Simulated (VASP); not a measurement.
Wanted: the native input for a VASP 6.6.1 run.

| Item | Value |
| --- | --- |
| Task | single point |
| Functional | PBEsol |
| Potentials or basis | VASP PAW PBE potentials, release 64 (K_sv) |
| Cutoff | 520 eV |
| k mesh | 12 × 12 × 6 |
| Occupations | gaussian, width 0.1 eV |
| Spin | no spin polarisation |
| Dipole correction | no |
| Further INCAR settings | ALGO = Fast; EDIFF = 1e-06; NBANDS = 16 |

The structure of K lies in POSCAR:

```
K
1.0
    4.5800571053      0.0000000000      0.0000000000
   -2.2900285526      3.9664458039      0.0000000000
    0.0000000000      0.0000000000      7.4903759094
K
2
Direct
    0.3333333333      0.6666666667      0.2500000000
    0.6666666667      0.3333333333      0.7500000000
```

This isn't the form of K at room conditions, which is bcc.

This cell differs from its parent crystal: equal strain along all axes, cell held: -1.5 %.

The input as run:

INCAR

```
PREC = Accurate
ENCUT = 520
EDIFF = 1E-6
ISMEAR = 0
SIGMA = 0.1
LREAL = F
LASPH = T
NELM = 80
ALGO = Fast
ISIF = 2
LWAVE = F
LCHARG = F
GGA = PS
NBANDS = 16
```

KPOINTS

```
regular mesh
0
Gamma
  12 12 6
```

Potentials or basis: VASP PAW PBE potentials, release 64 (K_sv).

Run with:

```bash
$ cat potpaw_PBE.64/K_sv/POTCAR > POTCAR
$ mpirun -np 1 vasp_std > vasp.out
```

It gave:

The pressure is 0.2 GPa and the band gap on the k mesh is zero (bands 9 and 10 overlap by 2.73 eV).

Caveat: the cell differs from its parent crystal (equal strain along all axes, cell held: -1.5 %); the PAW data sets were made with another functional, which shifts forces and pressure a little.

It took 73 s on 1 thread of AMD EPYC 9R45 96-Core Processor (Zen 5), on a shared host, peak memory 0.29 GiB.
